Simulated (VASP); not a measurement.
# Ag (Fm-3m) in VASP: a series of runs

Runs on Ag. Level: r2SCAN. Tasks: relaxation of cell and atoms.

All numbers are computed with VASP 6.6.1; they aren't measurements. Logs are shortened: lines on timing, memory, paths and dates and some standing lists are left out, and cuts for length are marked.

## 1. The cell of the first run

The structure is cubic, space group Fm-3m (No. 225). The conventional cell has a = 4.090 Å, b = 4.090 Å, c = 4.090 Å, α = 90.00°, β = 90.00°, γ = 90.00°. Within 3.8 Å of Ag (site symmetry m-3m) lie 12 Ag at 2.89 Å.

## 2. Relaxation of cell and atoms, r2SCAN, target pressure 30 GPa, at which the enthalpy is minimised

Input file POSCAR:

```
Ag
1.0
    0.0000000000      2.0450000000      2.0450000000
    2.0450000000      0.0000000000      2.0450000000
    2.0450000000      2.0450000000      0.0000000000
Ag
1
Direct
    0.0000000000      0.0000000000      0.0000000000
```

Input file INCAR.step1:

```
SYSTEM = Ag
  PREC = Accurate
  ENCUT = 550
  ISMEAR = -1
  SIGMA = 0.05
  LREAL = .FALSE.
  LASPH = .TRUE.
  NELM = 120
  GGA = PE
  ALGO = Normal
  EDIFF = 1E-5
  LWAVE = .TRUE.
  LCHARG = .FALSE.
  GGA_COMPAT = .FALSE.
  IBRION = 2
  ISIF = 3
  EDIFFG = -0.005
  NELMIN = 4
  NSW = 100
```

Input file INCAR.step2:

```
SYSTEM = Ag
  PREC = Accurate
  ENCUT = 550
  EDIFF = 1E-7
  ISMEAR = -1
  SIGMA = 0.05
  LREAL = .FALSE.
  LASPH = .TRUE.
  NELM = 120
  ALGO = Normal
  ISIF = 3
  LWAVE = .FALSE.
  LCHARG = .FALSE.
  METAGGA = R2SCAN
  LMIXTAU = .TRUE.
  IBRION = 2
  NSW = 80
  EDIFFG = -0.01
  PSTRESS = 300.0
  ISTART = 1
  GGA_COMPAT = .FALSE.
  NELMIN = 4
```

Input file KPOINTS:

```
Automatic mesh
0
G
  11 11 11
  0 0 0
```

Potentials or basis: VASP PAW PBE potentials, release 64 (Ag).

Command:

```console
> cat potpaw_PBE.64/Ag/POTCAR > POTCAR
> cp INCAR.step1 INCAR
> mpirun -np 1 vasp_std > vasp.out
> cp INCAR.step2 INCAR
> mpirun -np 1 vasp_std > vasp.out
```

OUTCAR:

```text
SYSTEM = Ag
   PREC = Accurate
   ENCUT = 550
   EDIFF = 1E-7
   ISMEAR = -1
   LREAL = .FALSE.
   LASPH = .TRUE.
   NELM = 120
   ISIF = 3
   METAGGA = R2SCAN
   IBRION = 2
   NSW = 80
   EDIFFG = -0.01
   PSTRESS = 300.0
   ISTART = 1
   NELMIN = 4

 ion  position               nearest neighbor table
   1  0.000  0.000  0.000-

  LATTYP: Found a face centered cubic cell.
 ALAT       =     4.0900000000

  Lattice vectors:

 A1 = (   0.0000000000,   2.0450000000,   2.0450000000)
 A2 = (   2.0450000000,   0.0000000000,   2.0450000000)
 A3 = (   2.0450000000,   2.0450000000,   0.0000000000)

Analysis of symmetry for initial positions (statically):
=====================================================================
 Subroutine PRICEL returns:
 Original cell was already a primitive cell.

 Routine SETGRP: Setting up the symmetry group for a
 face centered cubic supercell.

 Subroutine GETGRP returns: Found 48 space group operations
 (whereof 48 operations were pure point group operations)
 out of a pool of 48 trial point group operations.

The static configuration has the point symmetry O_h .

Analysis of symmetry for dynamics (positions and initial velocities):
=====================================================================
 Subroutine PRICEL returns:
 Original cell was already a primitive cell.

 Routine SETGRP: Setting up the symmetry group for a
 face centered cubic supercell.

 Subroutine GETGRP returns: Found 48 space group operations
 (whereof 48 operations were pure point group operations)
 out of a pool of 48 trial point group operations.

The dynamic configuration has the point symmetry O_h .

 Subroutine INISYM returns: Found 48 space group operations
 (whereof 48 operations are pure point group operations),
 and found     1 'primitive' translations

----------------------------------------------------------------------------------------

                                     Primitive cell

  volume of cell :      17.1045

  direct lattice vectors                    reciprocal lattice vectors
     0.000000000  2.045000000  2.045000000    -0.244498778  0.244498778  0.244498778
     2.045000000  0.000000000  2.045000000     0.244498778 -0.244498778  0.244498778
     2.045000000  2.045000000  0.000000000     0.244498778  0.244498778 -0.244498778

  length of vectors
     2.892066735  2.892066735  2.892066735     0.423484305  0.423484305  0.423484305

  position of ions in fractional coordinates (direct lattice)
     0.000000000  0.000000000  0.000000000

  ion indices of the primitive-cell ions
   primitive index   ion index
                 1           1

----------------------------------------------------------------------------------------

 KPOINTS: Automatic mesh

Automatic generation of k-mesh.
 Grid dimensions read from file:
 generate k-points for:   11   11   11

 Generating k-lattice:

  Cartesian coordinates                     Fractional coordinates (reciprocal lattice)
    -0.022227162  0.022227162  0.022227162     0.090909091  0.000000000  0.000000000
     0.022227162 -0.022227162  0.022227162     0.000000000  0.090909091  0.000000000
     0.022227162  0.022227162 -0.022227162     0.000000000  0.000000000  0.090909091

  Length of vectors
     0.038498573  0.038498573  0.038498573

  Shift w.r.t. Gamma in fractional coordinates (k-lattice)
     0.000000000  0.000000000  0.000000000

 Subroutine IBZKPT returns following result:
 ===========================================

 Found     56 irreducible k-points:

 Following reciprocal coordinates:
            Coordinates               Weight
  0.000000  0.000000  0.000000      1.000000
  0.090909  0.000000  0.000000      8.000000
  0.181818  0.000000  0.000000      8.000000
  0.272727  0.000000  0.000000      8.000000
  0.363636  0.000000  0.000000      8.000000
  0.454545  0.000000  0.000000      8.000000
[... 16 lines left out ...]
 -0.272727  0.181818  0.000000     24.000000
 -0.181818  0.181818  0.000000     12.000000
 [... further k-points ...]
   k-points           NKPTS =     56   k-points in BZ     NKDIM =     56   number of bands    NBANDS=      9
   number of dos      NEDOS =    301   number of ions     NIONS =      1
   total plane-waves  NPLWV =  13824
   dimension x,y,z NGX =    24 NGY =   24 NGZ =   24
   dimension x,y,z NGXF=    48 NGYF=   48 NGZF=   48
   ions per type =               1
   NGX,Y,Z   is equivalent  to a cutoff of  13.80, 13.80, 13.80 a.u.
   NGXF,Y,Z  is equivalent  to a cutoff of  27.59, 27.59, 27.59 a.u.
 SYSTEM =  Ag
   PREC   = accura    normal or accurate (medium, high low for compatibility)
   ISTART =      1    job   : 0-new  1-cont  2-samecut
   ICHARG =      0    charge: 1-file 2-atom 10-const
   ISPIN  =      1    spin polarized calculation?
   LNONCOLLINEAR =      F non collinear calculations
   LSORBIT =      F    spin-orbit coupling
   LASPH  =      T    aspherical Exc in radial PAW
   ENCUT  =  550.0 eV  40.42 Ry    6.36 a.u.   5.53  5.53  5.53*2*pi/ulx,y,z
   NELM   =    120;   NELMIN=  4; NELMDL=  0     # of ELM steps
   EDIFF  = 0.1E-06   stopping-criterion for ELM
   LREAL  =      F    real-space projection
   EDIFFG = -.1E-01   stopping-criterion for IOM
   NSW    =     80    number of steps for IOM
   IBRION =      2    ionic relax: 0-MD 1-quasi-New 2-CG
   NFREE  =      1    steps in history (QN), initial steepest desc. (CG)
   ISIF   =      3    stress and relaxation
   ISYM   =      2    0-nonsym 1-usesym 2-fastsym
   POTIM  = 0.5000    time-step for ionic-motion
   TEBEG  =    0.0;   TEEND  =   0.0 temperature during run
   PSTRESS=  300.0 pullay stress
   NELECT =      11.0000    total number of electrons
   NUPDOWN=      -1.0000    fix difference up-down
   EMIN   =  10.00;   EMAX   =-10.00  energy-range for DOS
   EFERMI =   0.00;   METHOD = LEGACY
   ISMEAR =    -1;   SIGMA  =   0.05  broadening in eV -4-tet -1-fermi 0-gaus
   EFERMI_NEDOS =   21; number of points for ismear=-14 and -15
   IALGO  =     38    algorithm
   IMIX   =      4    mixing-type and parameters
     AMIX     =   0.40;   BMIX     =  1.00
     AMIX_MAG =   1.60;   BMIX_MAG =  1.00
  volume/ion in A,a.u.               =      17.10       115.43
  Fermi-wavevector in a.u.,A,eV,Ry     =   1.413088  2.670348 27.168338  1.996817
  Thomas-Fermi vector in A             =   2.534769
   LORBIT       =      0    0 simple, 1 ext, 2 COOP (PROOUT), +10 PAW based schemes
   METAGGA = R2SCAN    functional components
   LHFCALC =     F    Hartree Fock is set to
   AEXX    =    0.0000 exact exchange contribution
   IVDW    =     0    specifies the selected vdW correction
   LEPSILON=     F    determine dielectric tensor
   LRPA    =     F    only Hartree local field effects (RPA)
 conjugate gradient relaxation of ions
 non-spin polarized calculation
  energy-cutoff  :      550.00
  volume of cell :       17.10
 maximum number of plane-waves:       531
 NGX is ok and might be reduce to    24
   NGX = 11   NGY = 11   NGZ = 11

--------------------------------------- Ionic step        1  -------------------------------------------

 number of electron      10.9999999 magnetization

 Free energy of the ion-electron system (eV)
  ---------------------------------------------------
  ext. energy  EPLUGINS =         0.00000000
  ---------------------------------------------------
  free energy    TOTEN  =       -21.35909791 eV

  energy without entropy =      -21.35579758  energy(sigma->0) =      -21.35744775

 E-fermi :   8.6710     XC(G=0): -12.9501

 val. band max:        8.6541879405   @ k =  -0.4545   0.0909   0.0000
 cond. band min:       8.7264829376   @ k =   0.4545   0.3636   0.0000
 fundamental gap:      0.0722949970
 Fermi energy:         8.6710437353

 k-point     1 :       0.0000    0.0000    0.0000
  band No.  band energies     occupation
      1       0.4490      2.00000
      2       3.2527      2.00000
      3       3.2527      2.00000
      4       3.2527      2.00000
      5       4.2908      2.00000
      6       4.2908      2.00000
      7      25.0281      0.00000
      8      28.7443      0.00000
      9      28.7443      0.00000

 k-point     2 :       0.0909    0.0000    0.0000
  band No.  band energies     occupation
      1       0.7117      2.00000
      2       3.1983      2.00000
      3       3.3222      2.00000
      4       3.3222      2.00000
      5       4.2668      2.00000
      6       4.2668      2.00000
      7      24.9654      0.00000
      8      26.8846      0.00000
      9      28.8308      0.00000

 k-point     3 :       0.1818    0.0000    0.0000
  band No.  band energies     occupation
      1       1.3795      2.00000
      2       3.1855      2.00000
      3       3.4460      2.00000
      4       3.4460      2.00000
      5       4.2782      2.00000
      6       4.2782      2.00000
      7      22.6151      0.00000
      8      25.9280      0.00000
      9      28.9247      0.00000
[... 376 lines left out ...]
 VOLUME and BASIS-vectors are now :
 -----------------------------------------------------------------------------
  energy-cutoff  :      550.00
  volume of cell :       14.60
      direct lattice vectors                 reciprocal lattice vectors
     0.000000000  1.939997439  1.939997439    -0.257732299  0.257732299  0.257732299
     1.939997439  0.000000000  1.939997439     0.257732299 -0.257732299  0.257732299
     1.939997439  1.939997439  0.000000000     0.257732299  0.257732299 -0.257732299

 POSITION                                       TOTAL-FORCE (eV/Angst)
 -----------------------------------------------------------------------------------
      0.00000      0.00000      0.00000        -0.000000      0.000000     -0.000000
 -----------------------------------------------------------------------------------
    total drift:                               -0.000000      0.000000     -0.000000

  FREE ENERGIE OF THE ION-ELECTRON SYSTEM (eV)
  ---------------------------------------------------
  free  energy   TOTEN  =       -21.1651368668 eV

  energy  without entropy=      -21.1640290028  energy(sigma->0) =      -21.16458293

  enthalpy is  TOTEN    =       -18.4308496141 eV   P V=        2.7342872526

--------------------------------------- Ionic step        5  -------------------------------------------

 number of electron      11.0000002 magnetization

 Free energy of the ion-electron system (eV)
  ---------------------------------------------------
  ext. energy  EPLUGINS =         0.00000000
  ---------------------------------------------------
  free energy    TOTEN  =       -21.14880530 eV

  energy without entropy =      -21.14772119  energy(sigma->0) =      -21.14826325

 E-fermi :  11.0670     XC(G=0): -14.1369

 val. band max:       10.9175711055   @ k =  -0.4545   0.0909   0.0000
 cond. band min:      11.1831238176   @ k =   0.4545   0.3636   0.0000
 fundamental gap:      0.2655527121
 Fermi energy:        11.0670268836

 k-point     1 :       0.0000    0.0000    0.0000
  band No.  band energies     occupation
      1       1.5913      2.00000
      2       5.0501      2.00000
      3       5.0501      2.00000
      4       5.0501      2.00000
      5       6.4430      2.00000
      6       6.4430      2.00000
      7      27.8232      0.00000
      8      32.5868      0.00000
      9      32.5868      0.00000

 k-point     2 :       0.0909    0.0000    0.0000
  band No.  band energies     occupation
      1       1.8927      2.00000
      2       4.9715      2.00000
      3       5.1409      2.00000
      4       5.1409      2.00000
      5       6.4077      2.00000
      6       6.4077      2.00000
      7      27.9794      0.00000
      8      30.6413      0.00000
      9      32.8340      0.00000

 k-point     3 :       0.1818    0.0000    0.0000
  band No.  band energies     occupation
      1       2.6541      2.00000
      2       4.9192      2.00000
      3       5.3027      2.00000
      4       5.3027      2.00000
      5       6.4153      2.00000
      6       6.4153      2.00000
      7      26.4826      0.00000
      8      29.0176      0.00000
      9      33.3809      0.00000
[... 265 lines left out ...]
 VOLUME and BASIS-vectors are now :
 -----------------------------------------------------------------------------
  energy-cutoff  :      550.00
  volume of cell :       14.51
      direct lattice vectors                 reciprocal lattice vectors
     0.000000000  1.936017470  1.936017470    -0.258262132  0.258262132  0.258262132
     1.936017470  0.000000000  1.936017470     0.258262132 -0.258262132  0.258262132
     1.936017470  1.936017470  0.000000000     0.258262132  0.258262132 -0.258262132

 POSITION                                       TOTAL-FORCE (eV/Angst)
 -----------------------------------------------------------------------------------
      0.00000      0.00000      0.00000         0.000000      0.000000      0.000000
 -----------------------------------------------------------------------------------
    total drift:                               -0.000000      0.000000     -0.000000

  FREE ENERGIE OF THE ION-ELECTRON SYSTEM (eV)
  ---------------------------------------------------
  free  energy   TOTEN  =       -21.1488053048 eV

  energy  without entropy=      -21.1477211922  energy(sigma->0) =      -21.14826325

  enthalpy is  TOTEN    =       -18.4313119954 eV   P V=        2.7174933094

 reached required accuracy - stopping structural energy minimisation
```

It took 81 s on 1 thread of Intel Xeon 6975P-C (Granite Rapids), shared host; peak memory 0.16 GiB.

What came out:

| Item | Value |
| --- | --- |
| Free energy | -21.1488 eV |
| Relaxed volume | 14.51 Å³/atom |
| Relaxed cell | a = 2.738 Å, b = 2.738 Å, c = 2.738 Å, α = 60.00°, β = 60.00°, γ = 60.00° |
| Space group after relaxing (to 0.1 Å) | Fm-3m (No. 225) |
| Energy change on relaxing (the run minimises the enthalpy) | +210.3 meV/atom |
| Ionic steps | 5 |
| Pressure after relaxing | 30.0 GPa |
| Band gap on the k mesh | zero (an odd number of electrons rules out a gap without spin polarisation) |

The path:
```csv
step,energy change (eV),largest force (eV/Å),pressure (GPa),volume (Å³)
1,0.0000,0.0000,0.97,17.10
2,2.6044,0.0000,210.32,10.52
3,0.1696,0.0000,25.94,14.75
4,0.1940,0.0000,28.41,14.60
5,0.2103,0.0000,30.00,14.51
```

Final structure:
```xyz
1
Lattice="0.0000 1.9360 1.9360 1.9360 0.0000 1.9360 1.9360 1.9360 0.0000" Properties=species:S:1:pos:R:3 pbc="T T T"
Ag    0.0000    0.0000    0.0000
```

Caveat: the cell is relaxed towards a set pressure, so the run minimises the enthalpy, not the energy; the volume moved by over 15 % at a fixed basis, so the end points are rough; the PAW data sets were made with another functional, which shifts forces and pressure a little.

## 3. Relaxation of cell and atoms, r2SCAN, target pressure 45 GPa, at which the enthalpy is minimised

POSCAR is that of step 2.

Input file INCAR.step1:

```
SYSTEM = Ag
ALGO = Normal ; EDIFF = 1E-5
EDIFFG = -0.005 ; ENCUT = 550
GGA = PE ; GGA_COMPAT = .False.
IBRION = 2 ; ISIF = 3
ISMEAR = -1 ; LASPH = .True.
LCHARG = .False. ; LREAL = .False.
LWAVE = .True. ; NELM = 120
NELMIN = 4 ; NSW = 100
PREC = Accurate ; SIGMA = 0.05
```

Input file INCAR.step2:

```
SYSTEM = Ag
ALGO = Normal ; EDIFF = 1E-7
EDIFFG = -0.01 ; ENCUT = 550
GGA_COMPAT = .False. ; IBRION = 2
ISIF = 3 ; ISMEAR = -1
ISTART = 1 ; LASPH = .True.
LCHARG = .False. ; LMIXTAU = .True.
LREAL = .False. ; LWAVE = .False.
METAGGA = R2SCAN ; NELM = 120
NELMIN = 4 ; NSW = 80
PREC = Accurate ; PSTRESS = 450.0
SIGMA = 0.05
```

Input file KPOINTS:

```
k-points
0
Gamma
  11 11 11
  0 0 0
```

Potentials or basis: VASP PAW PBE potentials, release 64 (Ag).

Command:

```console
> cat potpaw_PBE.64/Ag/POTCAR > POTCAR
> cp INCAR.step1 INCAR
> mpirun -np 1 vasp_std > vasp.out
> cp INCAR.step2 INCAR
> mpirun -np 1 vasp_std > vasp.out
```

Run time: 2 min. Hardware: 1 thread of Intel Xeon 6975P-C (Granite Rapids), shared host; peak memory 0.17 GiB.

It converged, with:

```yaml
Free_energy: -20.9809 eV
Relaxed_volume: 13.79 Å³/atom
Relaxed_cell: a = 2.692 Å, b = 2.692 Å, c = 2.692 Å, α = 60.00°, β = 60.00°, γ = 60.00°
Space_group_after_relaxing_to_0.1_Å: Fm-3m (No. 225)
Energy_change_on_relaxing_the_run_minimises_the_enthalpy: +378.2 meV/atom
Ionic_steps: 9
Pressure_after_relaxing: 45.0 GPa
Band_gap_on_the_k_mesh: zero (an odd number of electrons rules out a gap without spin polarisation)
```

Step by step:
| step | energy change (eV) | largest force (eV/Å) | pressure (GPa) | volume (Å³) |
| --- | --- | --- | --- | --- |
| 1 | 0.0000 | 0.0000 | 0.97 | 17.10 |
| 2 | 9.2296 | 0.0000 | 706.94 | 7.91 |
| 3 | 0.0575 | 0.0000 | 13.19 | 15.68 |
| 4 | 0.1516 | 0.0000 | 24.15 | 14.86 |
| 5 | 0.4188 | 0.0000 | 48.43 | 13.65 |
| 6 | 0.3737 | 0.0000 | 44.63 | 13.80 |
| 7 | 0.3911 | 0.0000 | 46.12 | 13.74 |
| 8 | 0.3457 | 0.0000 | 42.22 | 13.91 |
| 9 | 0.3782 | 0.0000 | 45.02 | 13.79 |

Final structure:
```xyz
1
Lattice="0.0000 1.9032 1.9032 1.9032 0.0000 1.9032 1.9032 1.9032 0.0000" Properties=species:S:1:pos:R:3 pbc="T T T"
Ag    0.0000    0.0000    0.0000
```

Levels at points of the mesh, in eV from the Fermi level:
```
           k point  band 4  band 5  band 6  band 7  band 8  band 9
(0.00, 0.00, 0.00)   -6.27   -4.75   -4.75   16.80   21.89   21.89
```

Caveat: the cell is relaxed towards a set pressure, so the run minimises the enthalpy, not the energy; the volume moved by over 15 % at a fixed basis, so the end points are rough; the PAW data sets were made with another functional, which shifts forces and pressure a little.
